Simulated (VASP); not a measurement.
Set up this calculation in VASP 6.6.1, as the native input.

| Property | Result |
| --- | --- |
| Task | single point |
| Functional | PBEsol |
| Potentials or basis | VASP PAW PBE potentials, release 64 (Li_sv, H, S) |
| Cutoff | 520 eV |
| k mesh | 4 × 8 × 4 |
| Occupations | tetrahedron |
| Spin | no spin polarisation |
| Dipole correction | no |
| Further INCAR settings | ALGO = Normal; EDIFF = 1e-06; NBANDS = 32 |

The structure of LiHS lies in POSCAR:

```
LiHS
1.0
    6.6845981001      0.0000000000      0.0000000000
    0.0000000000      3.1579429518      0.0000000000
    0.0000000000      0.0000000000      6.7012354254
Li H S
4 4 4
Direct
    0.0014926147      0.2500000000      0.2471691099
    0.4985073853      0.7500000000      0.7471691099
    0.5014926147      0.2500000000      0.2528308901
    0.9985073853      0.7500000000      0.7528308901
    0.2446034302      0.2500000000      0.5061251256
    0.2553965698      0.7500000000      0.0061251256
    0.7446034302      0.2500000000      0.9938748744
    0.7553965698      0.7500000000      0.4938748744
    0.7505933317      0.2500000000      0.5596526971
    0.7494066683      0.7500000000      0.0596526971
    0.2505933317      0.2500000000      0.9403473029
    0.2494066683      0.7500000000      0.4403473029
```

These files were run (other wordings do the same):

INCAR

```
SYSTEM = LiHS
PREC = Accurate
ENCUT = 520
EDIFF = 1E-6
ISMEAR = -4
SIGMA = 0.02
LREAL = .False.
LASPH = .True.
NELM = 100
ALGO = Normal
ISIF = 2
LWAVE = .False.
LCHARG = .False.
GGA = PS
NBANDS = 32
```

KPOINTS

```
Automatic mesh
0
Gamma
  4 8 4
  0 0 0
```

Potentials or basis: VASP PAW PBE potentials, release 64 (Li_sv, H, S).

Launch:

```console
$ cat potpaw_PBE.64/Li_sv/POTCAR potpaw_PBE.64/H/POTCAR potpaw_PBE.64/S/POTCAR > POTCAR
$ mpirun -np 1 vasp_std > vasp.out
```

It gave:

The largest force is 0.007 eV/Å. The band gap on the k mesh is 1.52 eV.

Caveat: the PAW data sets were made with another functional, which shifts forces and pressure a little.

It took 110 s on 1 thread of Intel(R) Xeon(R) Platinum 8559C (Emerald Rapids), with other jobs on the host, peak memory 0.31 GiB.
